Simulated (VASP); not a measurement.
# Sr: single point with r2SCAN

The system is Sr.

```
Sr
1.0
     3.28563   -5.56854    0.00000
     3.28563    5.56854    0.00000
     0.00000    0.00000    6.58001
Sr
4
Direct
  0.15250 0.84750 0.07850
  0.65250 0.34750 0.42150
  0.84750 0.15250 0.92150
  0.34750 0.65250 0.57850
```

| Quantity | Value |
| --- | --- |
| Program | VASP 6.6.1 |
| Task | single point |
| Functional | r2SCAN |
| Potentials or basis | VASP PAW PBE potentials, release 64 (Sr_sv) |
| Cutoff | 520 eV |
| k mesh | 4 × 4 × 4 |
| Occupations | gaussian, width 0.1 eV |
| Spin | no spin polarisation |
| Dipole correction | no |
| Further INCAR settings | ALGO = Normal; EDIFF = 1e-06; NBANDS = 28 |

| Quantity | Value |
| --- | --- |
| Pressure | 1.1 GPa |
| Largest force | 0.129 eV/Å |
| Band gap on the k mesh | zero (bands 20 and 21 overlap by 0.68 eV) |

Forces on the atoms (eV/Å):
```
Sr   0.000 -0.122 -0.041
Sr   0.000 -0.122  0.041
Sr   0.000  0.122  0.041
Sr   0.000  0.122 -0.041
```

Stress tensor (GPa, compression positive):
```
0.67 0.00 0.00
0.00 2.52 0.00
0.00 0.00 0.20
```

Levels at points of the mesh, in eV from the Fermi level:
```tsv
k point	band 17	band 18	band 19	band 20	band 21	band 22	band 23	band 24
(0.00, 0.00, 0.00)	-3.58	-0.36	0.12	0.30	0.36	0.42	0.47	1.00
(0.50, 0.00, 0.00)	-2.11	-2.11	-0.10	-0.10	0.26	0.26	0.95	0.95
(0.50, 0.50, 0.00)	-2.39	-1.70	-0.55	0.31	0.39	0.42	0.44	0.71
(0.00, 0.00, 0.50)	-2.46	-2.46	0.25	0.25	0.61	0.61	0.97	0.97
(0.50, 0.00, 0.50)	-1.47	-1.47	-0.96	-0.96	-0.10	-0.10	1.35	1.35
(0.50, 0.50, 0.50)	-1.47	-1.47	-0.82	-0.82	0.34	0.34	0.43	0.43
```

Run time: 7.4 min on 1 thread of Intel(R) Xeon(R) Platinum 8488C (Sapphire Rapids), on a shared host, peak memory 0.42 GiB.

Caveat: the PAW data sets were made with another functional, which shifts forces and pressure a little.
